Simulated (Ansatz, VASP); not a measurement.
C: VASP beside Ansatz

File INCAR:

```
ALGO = Normal
EDIFF = 1E-7
EDIFFG = -0.01
ENCUT = 600
GGA = RE
IBRION = 2
ISIF = 3
ISMEAR = -1
LASPH = T
LCHARG = F
LREAL = F
LWAVE = F
NELM = 60
NSW = 60
PREC = Accurate
SIGMA = 0.05
```

KPOINTS

```
k-points
0
Gamma
  13 13 8
```

POSCAR

```
C
1.0
    2.1273203072     -1.2282824400      0.0000000000
    2.1273203072      1.2282824400      0.0000000000
   -1.3790696309      0.0000000000      3.5028300786
C
2
Direct
    0.1666444700      0.1666444700      0.9999069600
    0.8333555300      0.8333555300      0.0000930400
```

input.yaml

```yaml
crystal:
  lattice:
    - [2.1273203072, -1.22828244, 0.0]
    - [2.1273203072, 1.22828244, 0.0]
    - [-1.3790696309, 0.0, 3.5028300786]
  atoms:
    - { symbol: C, position: [0.16664447, 0.16664447, 0.99990696] }
    - { symbol: C, position: [0.83335553, 0.83335553, 9.304e-05] }
hamiltonian:
  xc: revpbe
  pseudopotentials: { kind: paw }
kpoints:
  mp_grid: { grid: [13, 13, 8] }
scf:
  occupations: { method: fermi_dirac, width: 0.05 }
output:
  forces: true
  stress: true
  eigenvalues: true
  write_density: true
  write_potential: true
  elf: true
  volumetric_format: npy
relax:
  f_tol: 0.01
  max_steps: 40
  cell: { stress_tol: 0.05 }
```

Alike in both runs: task relaxation of cell and atoms; functional revPBE; k mesh 13 × 13 × 8; occupations fermi-dirac, width 0.05 eV; no spin polarisation.

|  | VASP | Ansatz |
| --- | --- | --- |
| version | VASP 6.6.1 | Ansatz 0.2.0 |
| potentials or method | VASP PAW PBE potentials, release 64 (C) | Ansatz PAW |
| plane-wave cutoff (eV) | 600 | 420 |
| valence electrons in the cell | 8 | 8 |

```csv
,VASP,Ansatz,Ansatz less VASP
"gap on the k mesh at the Fermi level, each at its own relaxed structure (eV)",1.36,1.49,+0.130
relaxed volume (Å³/atom),11.28,13.60,+2.323
relaxed cell length with the largest relative difference (Å),4.479,5.319,+0.8405
```

VASP's potentials were made for PBE, not for revPBE. One of these differences is far larger than is usual between the two programs; its cause wasn't traced.

Noted on VASP's run: the volume moved by over 15 % at a fixed basis, so the end points are rough. Noted on Ansatz's run: the volume moved by over 15 % at a fixed basis, so the end points are rough; odd divisions of the mesh miss points on the zone boundary, where band edges often lie, so the gap on the mesh can be too wide; the plane-wave basis is chosen anew once the cell has moved, so the energies of steps on either side of that aren't comparable.
